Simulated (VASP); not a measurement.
# SiO2 (Im-3m) in VASP: notebook

SiO2 is run at these levels: PBE, r2SCAN; tasks: electric field gradients.

All numbers are computed with VASP 6.6.1; they aren't measurements. Logs are shortened: lines on timing, memory, paths and dates and some standing lists are left out, and cuts for length are marked.

## 1. The cell of the first run

The structure is cubic, space group Im-3m (No. 229). The conventional cell has a = 8.939 Å, b = 8.939 Å, c = 8.939 Å, α = 90.00°, β = 90.00°, γ = 90.00°. Within 2.1 Å of Si (site symmetry -4m2) lie 4 O at 1.61 Å. Within 2.1 Å of O (site symmetry mm2) lie 2 Si at 1.61 Å.

## 2. Electric field gradients, PBE

INCAR reads:

```
SYSTEM = SiO2
  ALGO = Normal
  EDIFF = 1E-8
  ENCUT = 520
  GGA = PE
  ISIF = 2
  ISMEAR = -1
  LASPH = .TRUE.
  LCHARG = .FALSE.
  LEFG = .TRUE.
  LREAL = Auto
  LWAVE = .FALSE.
  NBANDS = 63
  NELM = 100
  PREC = Accurate
  SIGMA = 0.02
```

KPOINTS reads:

```
k-points
0
G
  4 4 4
  0 0 0
```

POSCAR reads:

```
SiO2
1.0
   -4.4696193450      4.4696193450      4.4696193450
    4.4696193450     -4.4696193450      4.4696193450
    4.4696193450      4.4696193450     -4.4696193450
Si O
6 12
Direct
    0.5000000000      0.2500000000      0.7500000000
    0.5000000000      0.7500000000      0.2500000000
    0.2500000000      0.7500000000      0.5000000000
    0.7500000000      0.2500000000      0.5000000000
    0.2500000000      0.5000000000      0.7500000000
    0.7500000000      0.5000000000      0.2500000000
    0.3525239400      0.0000000000      0.6474760600
    0.6474760600      0.6474760600      0.2949521200
    0.3525239400      0.6474760600      0.0000000000
    0.3525239400      0.7050478800      0.3525239400
    0.6474760600      0.2949521200      0.6474760600
    0.0000000000      0.3525239400      0.6474760600
    0.7050478800      0.3525239400      0.3525239400
    0.6474760600      0.3525239400      0.0000000000
    0.0000000000      0.6474760600      0.3525239400
    0.2949521200      0.6474760600      0.6474760600
    0.3525239400      0.3525239400      0.7050478800
    0.6474760600      0.0000000000      0.3525239400
```

Potentials or basis: VASP PAW PBE potentials, release 64 (Si, O).

Launch:

```console
cat potpaw_PBE.64/Si/POTCAR potpaw_PBE.64/O/POTCAR > POTCAR
mpirun -np 1 vasp_std > vasp.out
```

OUTCAR:

```text
SYSTEM = SiO2
   EDIFF = 1E-8
   ENCUT = 520
   GGA = PE
   ISIF = 2
   ISMEAR = -1
   LASPH = .TRUE.
   LREAL = Auto
   NELM = 100
   PREC = Accurate

 ion  position               nearest neighbor table
   1  0.500  0.250  0.750-  11 1.61  17 1.61   7 1.61  14 1.61
   2  0.500  0.750  0.250-   8 1.61  10 1.61  18 1.61   9 1.61
   3  0.250  0.750  0.500-  10 1.61  16 1.61  15 1.61   7 1.61
   4  0.750  0.250  0.500-  11 1.61  13 1.61  12 1.61  18 1.61
   5  0.250  0.500  0.750-  16 1.61  17 1.61  12 1.61   9 1.61
   6  0.750  0.500  0.250-   8 1.61  13 1.61  15 1.61  14 1.61
   7  0.353  0.000  0.647-   1 1.61   3 1.61
   8  0.647  0.647  0.295-   2 1.61   6 1.61
   9  0.353  0.647  0.000-   2 1.61   5 1.61
  10  0.353  0.705  0.353-   2 1.61   3 1.61
  11  0.647  0.295  0.647-   1 1.61   4 1.61
  12  0.000  0.353  0.647-   5 1.61   4 1.61
  13  0.705  0.353  0.353-   4 1.61   6 1.61
  14  0.647  0.353  0.000-   1 1.61   6 1.61
  15  0.000  0.647  0.353-   6 1.61   3 1.61
  16  0.295  0.647  0.647-   3 1.61   5 1.61
  17  0.353  0.353  0.705-   1 1.61   5 1.61
  18  0.647  0.000  0.353-   2 1.61   4 1.61

  LATTYP: Found a body centered cubic cell.
 ALAT       =     8.9392386900

  Lattice vectors:

 A1 = (  -4.4696193450,   4.4696193450,   4.4696193450)
 A2 = (   4.4696193450,  -4.4696193450,   4.4696193450)
 A3 = (   4.4696193450,   4.4696193450,  -4.4696193450)

Analysis of symmetry for initial positions (statically):
=====================================================================
 Subroutine PRICEL returns:
 Original cell was already a primitive cell.

 Routine SETGRP: Setting up the symmetry group for a
 body centered cubic supercell.

 Subroutine GETGRP returns: Found 48 space group operations
 (whereof 48 operations were pure point group operations)
 out of a pool of 48 trial point group operations.

The static configuration has the point symmetry O_h .

Analysis of symmetry for dynamics (positions and initial velocities):
=====================================================================
 Subroutine PRICEL returns:
 Original cell was already a primitive cell.

 Routine SETGRP: Setting up the symmetry group for a
 body centered cubic supercell.

 Subroutine GETGRP returns: Found 48 space group operations
 (whereof 48 operations were pure point group operations)
 out of a pool of 48 trial point group operations.

The dynamic configuration has the point symmetry O_h .

 Subroutine INISYM returns: Found 48 space group operations
 (whereof 48 operations are pure point group operations),
 and found     1 'primitive' translations

----------------------------------------------------------------------------------------

                                     Primitive cell

  volume of cell :     357.1672

  direct lattice vectors                    reciprocal lattice vectors
    -4.469619345  4.469619345  4.469619345     0.000000000  0.111866350  0.111866350
     4.469619345 -4.469619345  4.469619345     0.111866350  0.000000000  0.111866350
     4.469619345  4.469619345 -4.469619345     0.111866350  0.111866350  0.000000000

  length of vectors
     7.741607796  7.741607796  7.741607796     0.158202909  0.158202909  0.158202909

  position of ions in fractional coordinates (direct lattice)
     0.500000000  0.250000000  0.750000000
     0.500000000  0.750000000  0.250000000
     0.250000000  0.750000000  0.500000000
     0.750000000  0.250000000  0.500000000
     0.250000000  0.500000000  0.750000000
     0.750000000  0.500000000  0.250000000
[... 10 lines left out ...]
     0.352523940  0.352523940  0.705047880
     0.647476060  0.000000000  0.352523940

  ion indices of the primitive-cell ions
   primitive index   ion index
                 1           1
                 2           2
                 3           3
[... 72 lines left out ...]
   EDIFFG = 0.1E-06   stopping-criterion for IOM
   NSW    =      0    number of steps for IOM
   IBRION =     -1    ionic relax: 0-MD 1-quasi-New 2-CG
   NFREE  =      0    steps in history (QN), initial steepest desc. (CG)
   ISIF   =      2    stress and relaxation
   ISYM   =      2    0-nonsym 1-usesym 2-fastsym
   POTIM  = 0.5000    time-step for ionic-motion
   TEBEG  =    0.0;   TEEND  =   0.0 temperature during run
   PSTRESS=    0.0 pullay stress
   NELECT =      96.0000    total number of electrons
   NUPDOWN=      -1.0000    fix difference up-down
   EMIN   =  10.00;   EMAX   =-10.00  energy-range for DOS
   EFERMI =   0.00;   METHOD = LEGACY
   ISMEAR =    -1;   SIGMA  =   0.02  broadening in eV -4-tet -1-fermi 0-gaus
   EFERMI_NEDOS =   21; number of points for ismear=-14 and -15
   IALGO  =     38    algorithm
   IMIX   =      4    mixing-type and parameters
     AMIX     =   0.40;   BMIX     =  1.00
     AMIX_MAG =   1.60;   BMIX_MAG =  1.00
  volume/ion in A,a.u.               =      19.84       133.90
  Fermi-wavevector in a.u.,A,eV,Ry     =   1.056513  1.996519 15.187082  1.116219
  Thomas-Fermi vector in A             =   2.191751
   LORBIT       =      0    0 simple, 1 ext, 2 COOP (PROOUT), +10 PAW based schemes
   GGA     = PE    functional components
   LHFCALC =     F    Hartree Fock is set to
   AEXX    =    0.0000 exact exchange contribution
   IVDW    =     0    specifies the selected vdW correction
   LEPSILON=     F    determine dielectric tensor
   LRPA    =     F    only Hartree local field effects (RPA)
 non-spin polarized calculation
  energy-cutoff  :      520.00
  volume of cell :      357.17
 maximum number of plane-waves:      9693
 NGX is ok and might be reduce to    60
   NGX = 29   NGY = 29   NGZ = 29

 number of electron      96.0000016 magnetization

 Free energy of the ion-electron system (eV)
  ---------------------------------------------------
  ext. energy  EPLUGINS =         0.00000000
  ---------------------------------------------------
  free energy    TOTEN  =      -142.23791649 eV

  energy without entropy =     -142.23791649  energy(sigma->0) =     -142.23791649

 E-fermi :  -1.3584     XC(G=0):  -6.6263

 val. band max:       -1.8512079207   @ k =   0.0000   0.0000   0.0000
 cond. band min:       3.6564288971   @ k =   0.0000   0.0000   0.0000
 fundamental gap:      5.5076368178
 Fermi energy:        -1.3584456077

 k-point     1 :       0.0000    0.0000    0.0000
  band No.  band energies     occupation
      1     -21.3494      2.00000
      2     -20.4470      2.00000
      3     -20.4470      2.00000
      4     -20.4470      2.00000
      5     -20.0015      2.00000
      6     -20.0015      2.00000
[... 493 lines left out ...]
     59       8.5907      0.00000
     60       8.5908      0.00000
 [bands above 60 left out]

------------------------ aborting loop because EDIFF is reached ----------------------------------------

  FORCE on cell =-STRESS in cart. coord.  units (eV):
  Direction    XX          YY          ZZ          XY          YZ          ZX
  --------------------------------------------------------------------------------------
  -------------------------------------------------------------------------------------
  Total        7.2284747      7.2284747      7.2284747      0.0000000      0.0000000     -0.0000000
  in kB       32.4254222     32.4254222     32.4254222      0.0000000      0.0000000     -0.0000000
  external PRESSURE =      32.4254222 kB  Pullay stress =       0.0000000 kB

 VOLUME and BASIS-vectors are now :
 -----------------------------------------------------------------------------
  energy-cutoff  :      520.00
  volume of cell :      357.17
      direct lattice vectors                 reciprocal lattice vectors
    -4.469619345  4.469619345  4.469619345     0.000000000  0.111866350  0.111866350
     4.469619345 -4.469619345  4.469619345     0.111866350  0.000000000  0.111866350
     4.469619345  4.469619345 -4.469619345     0.111866350  0.111866350  0.000000000

 POSITION                                       TOTAL-FORCE (eV/Angst)
 -----------------------------------------------------------------------------------
      2.23481      4.46962      0.00000         0.000000      0.000000     -0.000000
      2.23481      0.00000      4.46962         0.000000      0.000000      0.000000
      4.46962      0.00000      2.23481         0.000000     -0.000000     -0.000000
      0.00000      4.46962      2.23481         0.000000      0.000000      0.000000
      4.46962      2.23481      0.00000         0.000000      0.000000     -0.000000
      0.00000      2.23481      4.46962         0.000000      0.000000      0.000000
[... 10 lines left out ...]
      3.15130      3.15130     -0.00000        -0.151130     -0.151130      0.000000
     -1.31832      4.46962      1.31832        -0.151130      0.000000      0.151130
 -----------------------------------------------------------------------------------
    total drift:                               -0.000000      0.000000     -0.000000

  FREE ENERGIE OF THE ION-ELECTRON SYSTEM (eV)
  ---------------------------------------------------
  free  energy   TOTEN  =      -142.2379164902 eV

  energy  without entropy=     -142.2379164902  energy(sigma->0) =     -142.23791649

 Electric field gradients (V/A^2)
---------------------------------------------------------------------
 ion       V_xx      V_yy      V_zz      V_xy      V_xz      V_yz
---------------------------------------------------------------------
   1      -7.728     3.864     3.864    -0.000    -0.000    -0.000
   2      -7.728     3.864     3.864    -0.000    -0.000    -0.000
   3       3.864     3.864    -7.728    -0.000    -0.000    -0.000
   4       3.864     3.864    -7.728    -0.000    -0.000    -0.000
   5       3.864    -7.728     3.864    -0.000    -0.000    -0.000
   6       3.864    -7.728     3.864    -0.000    -0.000    -0.000
[... 10 lines left out ...]
  17      25.040    25.040   -50.081   -69.034    -0.001    -0.001
  18      25.041   -50.082    25.041    -0.000    69.033    -0.000
---------------------------------------------------------------------

 Electric field gradients after diagonalization (V/A^2)
 (convention: |V_zz| > |V_xx| > |V_yy|)
----------------------------------------------------------------------
 ion       V_xx      V_yy      V_zz     asymmetry (V_yy - V_xx)/ V_zz
----------------------------------------------------------------------
   1       3.864     3.864    -7.728       0.000
   2       3.864     3.864    -7.728       0.000
   3       3.864     3.864    -7.728       0.000
   4       3.864     3.864    -7.728       0.000
   5       3.864     3.864    -7.728       0.000
   6       3.864     3.864    -7.728       0.000
[... 10 lines left out ...]
  17     -50.081   -43.993    94.074       0.065
  18     -50.082   -43.992    94.074       0.065
----------------------------------------------------------------------

           NMR quadrupolar parameters

 Cq : quadrupolar parameter    Cq=e*Q*V_zz/h
 eta: asymmetry parameters     (V_yy - V_xx)/ V_zz
 Q  : nuclear electric quadrupole moment in mb (millibarn)
----------------------------------------------------------------------
 ion       Cq(MHz)       eta       Q (mb)
----------------------------------------------------------------------
   1      -0.019       0.000       1.000
   2      -0.019       0.000       1.000
   3      -0.019       0.000       1.000
   4      -0.019       0.000       1.000
   5      -0.019       0.000       1.000
   6      -0.019       0.000       1.000
[... 10 lines left out ...]
  17       0.227       0.065       1.000
  18       0.227       0.065       1.000
----------------------------------------------------------------------
```

Run time: 3.1 min. Hardware: 1 thread of AMD EPYC 9R45 (Zen 5), shared host; peak memory 0.47 GiB.

What came out:

| Quantity | Value |
| --- | --- |
| Free energy | -142.2379 eV |
| Pressure | 3.2 GPa |
| Largest force | 0.214 eV/Å |
| Band gap on the k mesh | 5.51 eV |
| Largest electric field gradient by atom | Si -7.7; O +94.1 V/Å² |

Forces in eV/Å, atoms in the order of the input:
```
Si   0.000  0.000  0.000
Si   0.000  0.000  0.000
Si   0.000  0.000  0.000
Si   0.000  0.000  0.000
Si   0.000  0.000  0.000
Si   0.000  0.000  0.000
O    0.151  0.000 -0.151
O    0.151  0.151  0.000
O    0.151 -0.151  0.000
O   -0.151  0.000 -0.151
O    0.151  0.000  0.151
O    0.000  0.151 -0.151
O    0.000 -0.151 -0.151
O   -0.151  0.151  0.000
O    0.000 -0.151  0.151
O    0.000  0.151  0.151
O   -0.151 -0.151  0.000
O   -0.151  0.000  0.151
```

Electric field gradients, principal values (V/Å²):
```csv
atom,least,middle,greatest (by size)
1 Si,3.864,3.864,-7.728
2 Si,3.864,3.864,-7.728
3 Si,3.864,3.864,-7.728
4 Si,3.864,3.864,-7.728
5 Si,3.864,3.864,-7.728
6 Si,3.864,3.864,-7.728
7 O,-43.992,-50.082,94.074
8 O,-43.993,-50.081,94.074
9 O,-43.992,-50.082,94.074
10 O,-43.993,-50.081,94.074
11 O,-43.993,-50.081,94.074
12 O,-43.992,-50.082,94.074
13 O,-43.993,-50.081,94.074
14 O,-43.992,-50.082,94.074
15 O,-43.992,-50.082,94.074
16 O,-43.993,-50.081,94.074
17 O,-43.993,-50.081,94.074
18 O,-43.992,-50.082,94.074
```

Caveat: the cell stands under pressure; without QUAD_EFG the Cq values of the log hold for a quadrupole moment of 1 mb, not for the nuclei.

(Continued in part 2 of 2.)
